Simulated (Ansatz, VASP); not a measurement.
# One calculation of Zn2GaO2, two programs

```
Zn Ga O
1.0
     5.95557    0.00000    0.00000
    -2.97778    5.15767    0.00000
     0.00000    0.00000    3.49512
Zn Ga O
2 1 2
Direct
  0.33333 0.66667 0.50000
  0.66667 0.33333 0.50000
  0.00000 0.00000 0.50000
  0.33333 0.66667 0.00000
  0.66667 0.33333 0.00000
```

Alike in both runs: functional PBE; k mesh 6 × 6 × 10; occupations gaussian, width 0.1 eV; no spin polarisation.

Ansatz relaxed the structure, and its values are those at the end. VASP's run is a single point on that final structure, the one shown.

```csv
,VASP,Ansatz
version,VASP 6.6.1,Ansatz 0.2.0
potentials or method,"VASP PAW PBE potentials, release 64 (Zn, Ga_d, O), cutoff 520 eV","scalar-relativistic, plane waves, PAW"
valence electrons in the cell,49,49
```

VASP gave:

```
gap on the k mesh at the Fermi level (eV) : none
pressure (GPa)                            : 0.6
```

Question: What did Ansatz give for the same quantities?

Answer: gap on the k mesh at the Fermi level (eV): none; pressure (GPa): 0.0.

A gap of «none» marks a metal or a gap that the smearing closes. With one functional, cell and mesh, what is left measures potentials, basis and numerics.
